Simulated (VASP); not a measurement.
Set up this calculation in VASP 6.6.1, as the native input.

- Task: single point
- Functional: PBE
- Potentials or basis: VASP PAW PBE potentials, release 64 (Fe, O)
- Cutoff: 520 eV
- k mesh: 12 × 12 × 12
- Occupations: fermi-dirac, width 0.0612256 eV
- Spin: no spin polarisation
- Dipole correction: no
- Further INCAR settings: ALGO = Normal; EDIFF = 1e-06; NBANDS = 45

The structure of Fe2O3 lies in POSCAR:

```
Fe2O3
1.0
    4.4654755615      0.0000000000      0.0000000000
    0.0000000000      4.4654755615      0.0000000000
    0.0000000000      0.0000000000      4.4654755615
Fe O
4 6
Direct
    0.2500000000      0.2500000000      0.2500000000
    0.7500000000      0.7500000000      0.2500000000
    0.7500000000      0.2500000000      0.7500000000
    0.2500000000      0.7500000000      0.7500000000
    0.5000000000      0.0000000000      0.0000000000
    0.0000000000      0.5000000000      0.0000000000
    0.0000000000      0.0000000000      0.5000000000
    0.5000000000      0.5000000000      0.0000000000
    0.5000000000      0.0000000000      0.5000000000
    0.0000000000      0.5000000000      0.5000000000
```

These files were run (other wordings do the same):

INCAR

```
PREC = Accurate
ENCUT = 520
EDIFF = 1E-6
ISMEAR = -1
SIGMA = 0.06122561905347299
LREAL = False
LASPH = True
NELM = 80
ALGO = Normal
ISIF = 2
LWAVE = False
LCHARG = True
GGA = PE
LELF = True
LVHAR = True
NBANDS = 45
```

KPOINTS

```
regular mesh
0
Gamma
  12 12 12
```

Potentials or basis: VASP PAW PBE potentials, release 64 (Fe, O).

Command:

```sh
$ cat potpaw_PBE.64/Fe/POTCAR potpaw_PBE.64/O/POTCAR > POTCAR
$ mpirun -np 1 vasp_std > vasp.out
```

It gave:

- Pressure: 6.8 GPa
- Band gap on the k mesh: zero (band 34 reaches 5.52 eV, above the bottom of band 35 at 5.16 eV)

Caveat: the run has no spin polarisation, though such a crystal can be magnetic; semilocal functionals often make such compounds metallic where correlation or magnetic order opens a gap, which also shifts bond lengths.

Run time: 7.5 min on 1 thread of Oxide Virtual Turin-like Processor (shared host), peak memory 0.33 GiB.
